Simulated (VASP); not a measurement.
Input of a VASP 6.6.1 run:

The input INCAR:

```
SYSTEM = PbSe
PREC = Accurate ; ENCUT = 520
EDIFF = 1E-6 ; ISMEAR = -1
SIGMA = 0.02 ; LREAL = .FALSE.
LASPH = .TRUE. ; NELM = 150
ALGO = Normal ; ISIF = 2
LWAVE = .FALSE. ; LCHARG = .TRUE.
MAGMOM = 0 0 0 0 0 0 ; LORBIT = 11
LSORBIT = .TRUE. ; GGA_COMPAT = .FALSE.
LORBMOM = .TRUE. ; GGA = PE
LVHAR = .TRUE. ; NBANDS = 32
```

File KPOINTS:

```
Automatic mesh
0
G
  6 6 6
  0 0 0
```

The input POSCAR:

```
PbSe
1.0
    0.0000000000      3.1050000000      3.1050000000
    3.1050000000      0.0000000000      3.1050000000
    3.1050000000      3.1050000000      0.0000000000
Pb Se
1 1
Direct
    0.0000000000      0.0000000000      0.0000000000
    0.5000000000      0.5000000000      0.5000000000
```

Potentials or basis: VASP PAW PBE potentials, release 64 (Pb_d, Se).

Run with:

```sh
$ cat potpaw_PBE.64/Pb_d/POTCAR potpaw_PBE.64/Se/POTCAR > POTCAR
$ mpirun -np 1 vasp_ncl > vasp.out
```

Problem. What does it give for the pressure?

Solution. -0.1 GPa.

Problem. What does it give for the net moment?

Solution. 0.00 μB per cell.

Moments on the atoms (μB; x, y, z):
```
Pb  0.00 0.00 0.00
Se  0.00 0.00 0.00
```
